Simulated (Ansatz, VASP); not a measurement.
MoS2 in VASP and in Ansatz

```
Mo S
1.0
     3.14972    0.00000    0.00000
    -1.57486    2.72774    0.00000
     0.00000    0.00000    6.84697
Mo S
1 2
Direct
  0.00000 0.00000 0.00000
  0.33333 0.66667 0.22922
  0.33333 0.66667 0.77078
```

Change from the starting cell: strain along c alone, the other axes held, atoms relaxed: +3.0 %.

Alike in both runs: functional PBE; dispersion D3(BJ); k mesh 12 × 12 × 4; occupations gaussian, width 0.02 eV; no spin polarisation.

Ansatz relaxed the structure, and its values are those at the end. VASP's run is a single point on that final structure, the one shown.

```csv
,VASP,Ansatz
version,VASP 6.6.1,Ansatz 0.2.0
potentials or method,"VASP PAW PBE potentials, release 64 (Mo_sv, S), cutoff 520 eV","scalar-relativistic, plane waves, PAW"
valence electrons in the cell,26,26
```

```tsv
	VASP	Ansatz	Ansatz less VASP
gap on the k mesh at the Fermi level (eV)	1.37	1.36	-0.010
least direct gap on the mesh (eV)	1.78	1.77	-0.004
pressure (GPa)	-0.6	-0.4	+0.12
rms of the force components (eV/Å)	0.006	0.000	-0.0054
```

Ansatz's warnings: stress scf threshold loose.
